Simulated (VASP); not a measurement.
Wanted: the native input for a VASP 6.6.1 run.

```yaml
Task: single point
Functional: PBE
Potentials_or_basis: VASP PAW PBE potentials, release 64 (C)
Cutoff: 520 eV
k_mesh: 18 × 18 × 18
Occupations: fermi-dirac, width 0.05 eV
Spin: no spin polarisation
Dipole_correction: no
Further_INCAR_settings: ALGO = Normal; EDIFF = 1e-06; NBANDS = 11
```

The structure of C lies in POSCAR:

```
C
1.0
    0.0000000000      2.1687164733      3.4136637295
    1.2520845459      0.0000000000      3.4136637295
    1.2520845459      2.1687164733      0.0000000000
C
2
Direct
    0.1666700000      0.8333300000      0.1666700000
    0.8333300000      0.1666700000      0.8333300000
```

One way to write it, as run:

INCAR

```
SYSTEM = C
PREC     = Accurate       ! precision mode
ENCUT    = 520            ! plane-wave cutoff, eV
EDIFF    = 1E-6           ! SCF threshold, eV
ISMEAR   = -1             ! smearing method
SIGMA    = 0.05           ! smearing width, eV
LREAL    = .False.        ! projectors in reciprocal space
LASPH    = .True.         ! aspherical terms in the spheres
NELM     = 60             ! most SCF steps
ALGO     = Normal         ! electronic algorithm
ISIF     = 2              ! what is computed and relaxed
LWAVE    = .False.        ! write WAVECAR
LCHARG   = .False.        ! write CHGCAR
GGA      = PE             ! functional
NBANDS   = 11             ! bands
```

KPOINTS

```
Automatic mesh
0
Gamma
  18 18 18
  0 0 0
```

Potentials or basis: VASP PAW PBE potentials, release 64 (C).

Command:

```sh
$ cat potpaw_PBE.64/C/POTCAR > POTCAR
$ mpirun -np 1 vasp_std > vasp.out
```

Results of the run:

```json
{"Pressure": "-10.3 GPa", "Largest force": "0.003 eV/Å"}
```

Caveat: the cell stands under tension; this functional lacks dispersion, which binds the layers, so the pressure and a relaxed spacing across them are unreliable.

Run time: 110 s on 1 thread of AMD EPYC 9R45 96-Core Processor (Zen 5), on a shared host, peak memory 0.22 GiB.
